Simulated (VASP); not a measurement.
# Sr3HfW (Pm-3m) in VASP: further runs

The runs below take Sr3HfW through single point, relaxation of cell and atoms, with PBE.

Everything below comes from runs of VASP 6.6.1. Logs are shortened: lines on timing, memory, paths and dates and some standing lists are left out, and cuts for length are marked.

## (1) The cell of the first run

It takes space group Pm-3m (No. 221, cubic). The conventional cell has a = 5.763 Å, b = 5.763 Å, c = 5.763 Å, α = 90.00°, β = 90.00°, γ = 90.00°. Within 3.8 Å of Sr (site symmetry 4/mmm) lie 2 W at 2.88 Å. Within 5.3 Å of Hf (site symmetry m-3m) lie 12 Sr at 4.08 Å and 8 W at 4.99 Å. W (site symmetry m-3m) has 6 Sr at 2.88 Å within 3.8 Å.

The cell was generated, and may not be a known phase.

## (2) Single point, PBE

INCAR

```
ALGO     = Normal         # electronic algorithm
EDIFF    = 1E-6           # SCF threshold, eV
ENCUT    = 520            # plane-wave cutoff, eV
GGA      = PE             # functional
ISIF     = 2              # what is computed and relaxed
ISMEAR   = 0              # smearing method
LASPH    = True           # aspherical terms in the spheres
LCHARG   = False          # write CHGCAR
LREAL    = False          # projectors in reciprocal space
LWAVE    = False          # write WAVECAR
NBANDS   = 35             # bands
NELM     = 100            # most SCF steps
PREC     = Accurate       # precision mode
SIGMA    = 0.1            # smearing width, eV
```

KPOINTS

```
k-points
0
Gamma
  4 4 4
```

POSCAR

```
Sr3HfW
1.0
    5.7634929052      0.0000000000      0.0000000000
    0.0000000000      5.7634929052      0.0000000000
    0.0000000000      0.0000000000      5.7634929052
Sr Hf W
3 1 1
Direct
    0.5000000000      0.0000000000      0.0000000000
    0.0000000000      0.5000000000      0.0000000000
    0.0000000000      0.0000000000      0.5000000000
    0.5000000000      0.5000000000      0.5000000000
    0.0000000000      0.0000000000      0.0000000000
```

Potentials or basis: VASP PAW PBE potentials, release 64 (Sr_sv, Hf_pv, W_sv).

On the command line:

```
$ cat potpaw_PBE.64/Sr_sv/POTCAR potpaw_PBE.64/Hf_pv/POTCAR potpaw_PBE.64/W_sv/POTCAR > POTCAR
$ mpirun -np 1 vasp_std > vasp.out
```

OUTCAR:

```text
EDIFF = 1E-6
   ENCUT = 520
   GGA = PE
   ISIF = 2
   ISMEAR = 0
   LASPH = True
   LREAL = False
   NELM = 100
   PREC = Accurate

 ion  position               nearest neighbor table
   1  0.500  0.000  0.000-   5 2.88   5 2.88   4 4.08   2 4.08   3 4.08   4 4.08   2 4.08   4 4.08
                             4 4.08   2 4.08   3 4.08   3 4.08   3 4.08   2 4.08
   2  0.000  0.500  0.000-   5 2.88   5 2.88   4 4.08   1 4.08   3 4.08   4 4.08   1 4.08   3 4.08
                             3 4.08   3 4.08   1 4.08   4 4.08   4 4.08   1 4.08
   3  0.000  0.000  0.500-   5 2.88   5 2.88   4 4.08   1 4.08   1 4.08   2 4.08   2 4.08   2 4.08
                             4 4.08   2 4.08   1 4.08   4 4.08   1 4.08   4 4.08
   4  0.500  0.500  0.500-   1 4.08   2 4.08   3 4.08   1 4.08   2 4.08   1 4.08   3 4.08   1 4.08
                             2 4.08   3 4.08   2 4.08   3 4.08
   5  0.000  0.000  0.000-   1 2.88   2 2.88   3 2.88   3 2.88   2 2.88   1 2.88

  LATTYP: Found a simple cubic cell.
 ALAT       =     5.7634929052

  Lattice vectors:

 A1 = (   5.7634929052,   0.0000000000,   0.0000000000)
 A2 = (   0.0000000000,   5.7634929052,   0.0000000000)
 A3 = (   0.0000000000,   0.0000000000,   5.7634929052)

Analysis of symmetry for initial positions (statically):
=====================================================================
 Subroutine PRICEL returns:
 Original cell was already a primitive cell.

 Routine SETGRP: Setting up the symmetry group for a
 simple cubic supercell.

 Subroutine GETGRP returns: Found 48 space group operations
 (whereof 48 operations were pure point group operations)
 out of a pool of 48 trial point group operations.

The static configuration has the point symmetry O_h .

Analysis of symmetry for dynamics (positions and initial velocities):
=====================================================================
 Subroutine PRICEL returns:
 Original cell was already a primitive cell.

 Routine SETGRP: Setting up the symmetry group for a
 simple cubic supercell.

 Subroutine GETGRP returns: Found 48 space group operations
 (whereof 48 operations were pure point group operations)
 out of a pool of 48 trial point group operations.

The dynamic configuration has the point symmetry O_h .

 Subroutine INISYM returns: Found 48 space group operations
 (whereof 48 operations are pure point group operations),
 and found     1 'primitive' translations

----------------------------------------------------------------------------------------

                                     Primitive cell

  volume of cell :     191.4508

  direct lattice vectors                    reciprocal lattice vectors
     5.763492905  0.000000000  0.000000000     0.173505896  0.000000000  0.000000000
     0.000000000  5.763492905  0.000000000     0.000000000  0.173505896  0.000000000
     0.000000000  0.000000000  5.763492905     0.000000000  0.000000000  0.173505896

  length of vectors
     5.763492905  5.763492905  5.763492905     0.173505896  0.173505896  0.173505896

  position of ions in fractional coordinates (direct lattice)
     0.500000000  0.000000000  0.000000000
     0.000000000  0.500000000  0.000000000
     0.000000000  0.000000000  0.500000000
     0.500000000  0.500000000  0.500000000
     0.000000000  0.000000000  0.000000000

  ion indices of the primitive-cell ions
   primitive index   ion index
                 1           1
                 2           2
                 3           3
                 4           4
                 5           5

----------------------------------------------------------------------------------------

 KPOINTS: k-points

Automatic generation of k-mesh.
 Grid dimensions read from file:
 generate k-points for:    4    4    4

 Generating k-lattice:

  Cartesian coordinates                     Fractional coordinates (reciprocal lattice)
     0.043376474  0.000000000  0.000000000     0.250000000  0.000000000  0.000000000
     0.000000000  0.043376474  0.000000000     0.000000000  0.250000000  0.000000000
     0.000000000  0.000000000  0.043376474     0.000000000  0.000000000  0.250000000

  Length of vectors
     0.043376474  0.043376474  0.043376474

  Shift w.r.t. Gamma in fractional coordinates (k-lattice)
     0.000000000  0.000000000  0.000000000

 Subroutine IBZKPT returns following result:
 ===========================================

 Found     10 irreducible k-points:

 Following reciprocal coordinates:
            Coordinates               Weight
  0.000000  0.000000  0.000000      1.000000
  0.250000  0.000000  0.000000      6.000000
  0.500000  0.000000  0.000000      3.000000
  0.250000  0.250000  0.000000     12.000000
  0.500000  0.250000  0.000000     12.000000
  0.500000  0.500000  0.000000      3.000000
  0.250000  0.250000  0.250000      8.000000
  0.500000  0.250000  0.250000     12.000000
  0.500000  0.500000  0.250000      6.000000
  0.500000  0.500000  0.500000      1.000000
   k-points           NKPTS =     10   k-points in BZ     NKDIM =     10   number of bands    NBANDS=     35
   number of dos      NEDOS =    301   number of ions     NIONS =      5
   total plane-waves  NPLWV = 110592
   dimension x,y,z NGX =    48 NGY =   48 NGZ =   48
   dimension x,y,z NGXF=    96 NGYF=   96 NGZF=   96
   ions per type =               3   1   1
   NGX,Y,Z   is equivalent  to a cutoff of  13.85, 13.85, 13.85 a.u.
   NGXF,Y,Z  is equivalent  to a cutoff of  27.69, 27.69, 27.69 a.u.
 SYSTEM =  unknown system
   PREC   = accura    normal or accurate (medium, high low for compatibility)
   ISTART =      0    job   : 0-new  1-cont  2-samecut
   ICHARG =      2    charge: 1-file 2-atom 10-const
   ISPIN  =      1    spin polarized calculation?
   LNONCOLLINEAR =      F non collinear calculations
   LSORBIT =      F    spin-orbit coupling
   LASPH  =      T    aspherical Exc in radial PAW
   ENCUT  =  520.0 eV  38.22 Ry    6.18 a.u.  10.72 10.72 10.72*2*pi/ulx,y,z
   NELM   =    100;   NELMIN=  2; NELMDL= -5     # of ELM steps
   EDIFF  = 0.1E-05   stopping-criterion for ELM
   LREAL  =      F    real-space projection
   EDIFFG = 0.1E-04   stopping-criterion for IOM
   NSW    =      0    number of steps for IOM
   IBRION =     -1    ionic relax: 0-MD 1-quasi-New 2-CG
   NFREE  =      0    steps in history (QN), initial steepest desc. (CG)
   ISIF   =      2    stress and relaxation
   ISYM   =      2    0-nonsym 1-usesym 2-fastsym
   POTIM  = 0.5000    time-step for ionic-motion
   TEBEG  =    0.0;   TEEND  =   0.0 temperature during run
   PSTRESS=    0.0 pullay stress
   NELECT =      54.0000    total number of electrons
   NUPDOWN=      -1.0000    fix difference up-down
   EMIN   =  10.00;   EMAX   =-10.00  energy-range for DOS
   EFERMI =   0.00;   METHOD = LEGACY
   ISMEAR =     0;   SIGMA  =   0.10  broadening in eV -4-tet -1-fermi 0-gaus
   EFERMI_NEDOS =   21; number of points for ismear=-14 and -15
   IALGO  =     38    algorithm
   IMIX   =      4    mixing-type and parameters
     AMIX     =   0.40;   BMIX     =  1.00
     AMIX_MAG =   1.60;   BMIX_MAG =  1.00
  volume/ion in A,a.u.               =      38.29       258.39
  Fermi-wavevector in a.u.,A,eV,Ry     =   1.073628  2.028862 15.683111  1.152676
  Thomas-Fermi vector in A             =   2.209432
   LORBIT       =      0    0 simple, 1 ext, 2 COOP (PROOUT), +10 PAW based schemes
   GGA     = PE    functional components
   LHFCALC =     F    Hartree Fock is set to
   AEXX    =    0.0000 exact exchange contribution
   IVDW    =     0    specifies the selected vdW correction
   LEPSILON=     F    determine dielectric tensor
   LRPA    =     F    only Hartree local field effects (RPA)
 non-spin polarized calculation
 Gauss-broadening in eV      SIGMA  =   0.10
  energy-cutoff  :      520.00
  volume of cell :      191.45
 maximum number of plane-waves:      5232
 NGX is ok and might be reduce to    48
   NGX = 21   NGY = 21   NGZ = 21

 number of electron      53.9999996 magnetization

 Free energy of the ion-electron system (eV)
  ---------------------------------------------------
  ext. energy  EPLUGINS =         0.00000000
  ---------------------------------------------------
  free energy    TOTEN  =       -19.43090940 eV

  energy without entropy =      -19.35305329  energy(sigma->0) =      -19.39198135

 E-fermi :   2.1874     XC(G=0):  -8.5911

 val. band max:        2.1814182698   @ k =   0.2500   0.2500   0.2500
 cond. band min:       2.2178377703   @ k =   0.5000   0.2500   0.2500
 fundamental gap:      0.0364195005
 Fermi energy:         2.1873829173

 k-point     1 :       0.0000    0.0000    0.0000
  band No.  band energies     occupation
      1     -70.8880      2.00000
      2     -35.1888      2.00000
      3     -35.1888      2.00000
      4     -35.1888      2.00000
      5     -32.6144      2.00000
      6     -32.5859      2.00000
[... 27 lines left out ...]
     34       3.6941      0.00000
     35       5.3992      0.00000

 k-point     2 :       0.2500    0.0000    0.0000
  band No.  band energies     occupation
      1     -70.8880      2.00000
      2     -35.1962      2.00000
      3     -35.1888      2.00000
      4     -35.1888      2.00000
      5     -32.6084      2.00000
      6     -32.5859      2.00000
[... 27 lines left out ...]
     34       3.8156      0.00000
     35       5.2257      0.00000

 k-point     3 :       0.5000    0.0000    0.0000
  band No.  band energies     occupation
      1     -70.8879      2.00000
      2     -35.2035      2.00000
      3     -35.1887      2.00000
      4     -35.1887      2.00000
      5     -32.6049      2.00000
      6     -32.5859      2.00000
[... 27 lines left out ...]
     34       4.3103      0.00000
     35       4.3103      0.00000
[... 191 lines left out ...]
 k-point     9 :       0.5000    0.5000    0.2500
  band No.  band energies     occupation
      1     -70.8879      2.00000
      2     -35.2035      2.00000
      3     -35.2035      2.00000
      4     -35.1961      2.00000
      5     -32.5824      2.00000
      6     -32.5696      2.00000
[... 27 lines left out ...]
     34       3.6184      0.00000
     35       3.8928      0.00000

 k-point    10 :       0.5000    0.5000    0.5000
  band No.  band energies     occupation
      1     -70.8880      2.00000
      2     -35.2035      2.00000
      3     -35.2035      2.00000
      4     -35.2035      2.00000
      5     -32.5696      2.00000
      6     -32.5696      2.00000
[... 27 lines left out ...]
     34       3.6415      0.00000
     35       3.6415      0.00000

------------------------ aborting loop because EDIFF is reached ----------------------------------------

  FORCE on cell =-STRESS in cart. coord.  units (eV):
  Direction    XX          YY          ZZ          XY          YZ          ZX
  --------------------------------------------------------------------------------------
  -------------------------------------------------------------------------------------
  Total        0.3903770      0.3903770      0.3903770     -0.0000000     -0.0000000      0.0000000
  in kB        3.2669124      3.2669124      3.2669124     -0.0000000     -0.0000000      0.0000000
  external PRESSURE =       3.2669124 kB  Pullay stress =       0.0000000 kB

 VOLUME and BASIS-vectors are now :
 -----------------------------------------------------------------------------
  energy-cutoff  :      520.00
  volume of cell :      191.45
      direct lattice vectors                 reciprocal lattice vectors
     5.763492905  0.000000000  0.000000000     0.173505896  0.000000000  0.000000000
     0.000000000  5.763492905  0.000000000     0.000000000  0.173505896  0.000000000
     0.000000000  0.000000000  5.763492905     0.000000000  0.000000000  0.173505896

 POSITION                                       TOTAL-FORCE (eV/Angst)
 -----------------------------------------------------------------------------------
      2.88175      0.00000      0.00000         0.000000      0.000000      0.000000
      0.00000      2.88175      0.00000         0.000000      0.000000      0.000000
      0.00000      0.00000      2.88175         0.000000      0.000000      0.000000
      2.88175      2.88175      2.88175         0.000000      0.000000      0.000000
      0.00000      0.00000      0.00000         0.000000      0.000000      0.000000
 -----------------------------------------------------------------------------------
    total drift:                                0.000000     -0.000000      0.000000

  FREE ENERGIE OF THE ION-ELECTRON SYSTEM (eV)
  ---------------------------------------------------
  free  energy   TOTEN  =       -19.4309093996 eV

  energy  without entropy=      -19.3530532943  energy(sigma->0) =      -19.39198135
```

Wall time 2.7 min (1 thread of Intel Xeon 8259CL, shared host); peak memory 0.36 GiB.

Results:

```yaml
Free_energy: -19.4309 eV
Pressure: 0.3 GPa
Band_gap_on_the_k_mesh: zero (bands 27 and 28 overlap by 0.61 eV)
```

Caveat: spin-orbit coupling is left out, which moves the levels of the heavy elements.

## (3) Relaxation of cell and atoms, PBE

This run uses another cell than the first one, of 26.45 Å³/atom.

INCAR

```
PREC     = Accurate       # precision mode
ENCUT    = 600            # plane-wave cutoff, eV
EDIFF    = 1E-6           # SCF threshold, eV
ISMEAR   = 0              # smearing method
SIGMA    = 0.1            # smearing width, eV
LREAL    = False          # projectors in reciprocal space
LASPH    = True           # aspherical terms in the spheres
NELM     = 60             # most SCF steps
ALGO     = Fast           # electronic algorithm
ISIF     = 3              # what is computed and relaxed
LWAVE    = False          # write WAVECAR
LCHARG   = False          # write CHGCAR
GGA      = PE             # functional
IBRION   = 2              # ionic algorithm
NSW      = 90             # ionic steps
EDIFFG   = -0.04          # ionic threshold
```

KPOINTS

```
Automatic mesh
0
Gamma
  4 4 4
```

POSCAR, as its differences from that of step 2:

```diff
@@ -2,5 +2,5 @@
 1.0
-    5.7634929052      0.0000000000      0.0000000000
-    0.0000000000      5.7634929052      0.0000000000
-    0.0000000000      0.0000000000      5.7634929052
+    5.0948716500      0.0000000000      0.0000000000
+    0.0000000000      5.0948716500      0.0000000000
+    0.0000000000      0.0000000000      5.0948716500
 Sr Hf W
```

Potentials or basis: VASP PAW PBE potentials, release 64 (Sr_sv, Hf_pv, W_sv).

On the command line:

```
$ cat potpaw_PBE.64/Sr_sv/POTCAR potpaw_PBE.64/Hf_pv/POTCAR potpaw_PBE.64/W_sv/POTCAR > POTCAR
$ mpirun -np 1 vasp_std > vasp.out
```

Wall time 26 min (1 thread of Intel Xeon 8259CL, shared host); peak memory 0.31 GiB.

It converged, with:

```
Free energy                           : -19.4255 eV
Relaxed volume                        : 38.77 Å³/atom
Relaxed cell                          : a = 5.788 Å, b = 5.788 Å, c = 5.788 Å, α = 90.00°, β = 90.00°, γ = 90.00°
Space group after relaxing (to 0.1 Å) : Pm-3m (No. 221)
Energy gained by relaxing             : 561.5 meV/atom
Ionic steps                           : 5
Pressure after relaxing               : 0.0 GPa
Band gap on the k mesh                : zero (bands 27 and 28 overlap by 0.59 eV)
```

The path:
```tsv
step	energy change (eV)	largest force (eV/Å)	pressure (GPa)	volume (Å³)
1	0.0000	0.0000	20.60	132.25
2	-2.5039	0.0000	-1.21	208.62
3	-2.7941	0.0000	0.79	188.22
4	-2.8060	0.0000	-0.24	195.65
5	-2.8073	0.0000	0.00	193.86
```

Final structure:
```
Sr Hf W
1.0
     5.78752    0.00000    0.00000
     0.00000    5.78752    0.00000
     0.00000    0.00000    5.78752
Sr Hf W
3 1 1
Direct
  0.50000 0.00000 0.00000
  0.00000 0.50000 0.00000
  0.00000 0.00000 0.50000
  0.50000 0.50000 0.50000
  0.00000 0.00000 0.00000
```

Levels at points of the mesh, in eV from the Fermi level:
| k point | band 25 | band 26 | band 27 | band 28 | band 29 | band 30 |
| --- | --- | --- | --- | --- | --- | --- |
| (0.00, 0.00, 0.00) | -1.00 | -1.00 | -0.44 | -0.44 | 0.47 | 0.47 |
| (0.50, 0.00, 0.00) | -0.79 | -0.26 | -0.21 | 0.13 | 0.13 | 0.18 |
| (0.50, 0.50, 0.00) | -0.80 | -0.13 | 0.15 | 0.35 | 0.67 | 0.69 |
| (0.50, 0.50, 0.50) | -0.45 | -0.45 | -0.45 | 0.60 | 0.60 | 1.42 |

Caveat: the volume moved by over 15 % at a fixed basis, so the end points are rough; spin-orbit coupling is left out, which moves the levels of the heavy elements.

The gap in the log of VASP goes by the Fermi energy; the results here count the filled bands.